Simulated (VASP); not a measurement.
CuO:

```
CELL_PARAMETERS angstrom
2.34465 -1.71340 0.00000
2.34465 1.71340 0.00000
-0.86055 0.00000 5.05944
ATOMIC_POSITIONS crystal
Cu 0.00320 0.49680 0.00000
Cu 0.49680 0.00320 0.50000
O 0.57140 0.40560 0.25370
O 0.40560 0.57140 0.75370
```

Base run:

| Quantity | Value |
| --- | --- |
| Program | VASP 6.6.1 |
| Functional | LDA |
| Potentials or basis | VASP PAW LDA potentials, release 64 (Cu_sv_GW, O) |
| Cutoff | 700 eV |
| k mesh | 7 × 7 × 4 |
| Occupations | gaussian, width 0.05 eV |
| Spin | no spin polarisation |
| Hubbard terms | Cu d U = 5.0 eV |

Its results: band gap on the k mesh zero (band 25 reaches 5.27 eV, above the bottom of band 26 at 4.50 eV); pressure -12.1 GPa; largest force 0.740 eV/Å.

The run is repeated on the same cell with these changes: potentials or basis from VASP PAW LDA potentials, release 64 (Cu_sv_GW, O) to VASP PAW LDA potentials, release 64 (Cu, O); cutoff from 700 eV to 520 eV; further incar settings from ALGO = Normal; EDIFF = 1e-06; NBANDS = 33 to ALGO = Normal; EDIFF = 1e-07; NBANDS = 25; valence electrons from 50 to 34. What comes out?

Band gap on the k mesh zero (band 17 reaches 5.14 eV, above the bottom of band 18 at 4.34 eV); pressure -12.6 GPa; largest force 0.730 eV/Å.

Caveats: U without spin polarisation on a metal has little footing.
